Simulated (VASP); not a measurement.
**Cr: single point with LDA**

Cr:

```
Cr
1.0
     2.75850    0.00000    0.00000
    -1.37925    2.38893    0.00000
     0.00000    0.00000    4.48231
Cr
2
Direct
  0.33333 0.66667 0.25000
  0.66667 0.33333 0.75000
```

This cell differs from its parent crystal: volume scaled by 1.05.

```yaml
Program: VASP 6.6.1
Task: single point
Functional: LDA
Potentials_or_basis: VASP PAW LDA potentials, release 64 (Cr_pv)
Cutoff: 520 eV
k_mesh: 12 × 12 × 7
Occupations: fermi-dirac, width 0.03 eV
Spin: collinear spin, ferromagnetic start
Starting_moments: "[3.0, 3.0] μB"
Dipole_correction: no
Further_INCAR_settings: ALGO = Normal; EDIFF = 1e-07; NBANDS = 23
```

| Quantity | Value |
| --- | --- |
| Pressure | -41.5 GPa |
| Net moment | 1.29 μB per cell |
| Site moments | Cr +0.59 μB |
| Valence electrons inside the program's atomic spheres | Cr 10.66 |

Stress tensor (GPa, compression positive):
```
-43.23   0.00   0.00
  0.00 -43.23   0.00
  0.00   0.00 -38.06
```

Levels at points of the mesh, in eV from the Fermi level:
Spin up:
```
           k point  band 9  band 10  band 11  band 12  band 13  band 14  band 15  band 16  band 17  band 18
(0.00, 0.00, 0.00)   -0.51    -0.51    -0.50    -0.17    -0.17     0.25     0.25     0.51     1.41     1.41
(0.50, 0.00, 0.00)   -2.56    -0.99    -0.64    -0.54    -0.13     1.56     1.66     1.72     2.88     4.36
```
Spin down:
```tsv
k point	band 7	band 8	band 9	band 10	band 11	band 12	band 13	band 14	band 15	band 16
(0.00, 0.00, 0.00)	-6.59	-2.96	-0.06	-0.03	-0.03	0.32	0.32	0.73	0.76	0.76
(0.50, 0.00, 0.00)	-2.61	-2.45	-2.15	-0.70	-0.16	-0.09	0.31	2.09	2.20	2.25
```

It took 65 s on 1 thread of Intel(R) Xeon(R) Platinum 8488C (Sapphire Rapids) (shared host), peak memory 0.19 GiB.
